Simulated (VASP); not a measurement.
**La: relaxation of cell and atoms with LDA**

Crystal: La.

```xyz
1
Lattice="3.4500 0.0000 0.0000 0.0000 3.4500 0.0000 0.0000 0.0000 3.4500" Properties=species:S:1:pos:R:3 pbc="T T T"
La    0.0000    0.0000    0.0000
```

```json
{"Program": "VASP 6.6.1", "Task": "relaxation of cell and atoms", "Functional": "LDA", "Potentials or basis": "VASP PAW LDA potentials, release 64 (La)", "Cutoff": "600 eV", "k mesh": "13 × 13 × 13", "Occupations": "gaussian, width 0.05 eV", "Spin": "no spin polarisation", "Dipole correction": "no", "Further INCAR settings": "ALGO = Normal; EDIFF = 1e-06; IBRION = 2; EDIFFG = -0.03; NSW = 80; ISIF = 3"}
```

The relaxed volume is 31.88 Å³/atom, the relaxed cell is a = 3.171 Å, b = 3.171 Å, c = 3.171 Å, α = 90.00°, β = 90.00°, γ = 90.00° and the space group after relaxing (to 0.05 Å) is Pm-3m (No. 221). The energy gained by relaxing is 181.7 meV/atom. The ionic steps are 4 and the pressure after relaxing is 0.0 GPa.

Step by step:
| step | energy change (eV) | largest force (eV/Å) | pressure (GPa) | volume (Å³) |
| --- | --- | --- | --- | --- |
| 1 | 0.0000 | 0.0000 | -5.08 | 41.06 |
| 2 | -0.1709 | 0.0000 | -1.76 | 33.80 |
| 3 | -0.1815 | 0.0000 | -0.21 | 32.10 |
| 4 | -0.1817 | 0.0000 | 0.00 | 31.88 |

Final structure:
```
La
1.0
     3.17094    0.00000    0.00000
     0.00000    3.17094    0.00000
     0.00000    0.00000    3.17094
La
1
Direct
  0.00000 0.00000 0.00000
```

Levels at points of the mesh, in eV from the Fermi level:
| k point | band 3 | band 4 | band 5 | band 6 | band 7 | band 8 |
| --- | --- | --- | --- | --- | --- | --- |
| (0.00, 0.00, 0.00) | -15.21 | -15.21 | -2.66 | -1.36 | -1.36 | 2.02 |

Run time: 37 s on 1 thread of Intel(R) Xeon(R) 6975P-C (Granite Rapids), on a shared host, peak memory 0.2 GiB.

Caveat: the volume moved by over 15 % at a fixed basis, so the end points are rough; spin-orbit coupling is left out, which moves the levels of the heavy elements.
